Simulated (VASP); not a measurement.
CdSe, 2 atoms in the cell. It takes space group F-43m (No. 216, cubic). Conventional cell: a = 6.170 Å, b = 6.170 Å, c = 6.170 Å, α = 90.00°, β = 90.00°, γ = 90.00°. Cd (site symmetry -43m) has 4 Se at 2.67 Å within 3.5 Å. Within 3.5 Å of Se (site symmetry -43m) lie 4 Cd at 2.67 Å. 

* Program: VASP 6.6.1
* Task: vibrations by perturbation theory
* Functional: PBEsol
* Potentials or basis: VASP PAW PBE potentials, release 64 (Cd, Se)
* Cutoff: 520 eV
* k mesh: 6 × 6 × 6
* Occupations: gaussian, width 0.01 eV
* Spin: no spin polarisation
* Dipole correction: no
* Further INCAR settings: ALGO = Normal; EDIFF = 1e-08; IBRION = 8; NSW = 1

Potentials or basis: VASP PAW PBE potentials, release 64 (Cd, Se).

Run with:

```sh
$ cat potpaw_PBE.64/Cd/POTCAR potpaw_PBE.64/Se/POTCAR > POTCAR
$ mpirun -np 1 vasp_std > vasp.out
```

Hardware: 1 thread of Intel(R) Xeon(R) Platinum 8488C (Sapphire Rapids), on a shared host.

Problem. How long does it take, and how much memory?

Solution. Run time: 100 s on 1 thread of Intel(R) Xeon(R) Platinum 8488C (Sapphire Rapids), on a shared host, peak memory 0.26 GiB. Counts: scf iterations 42, k points 16.
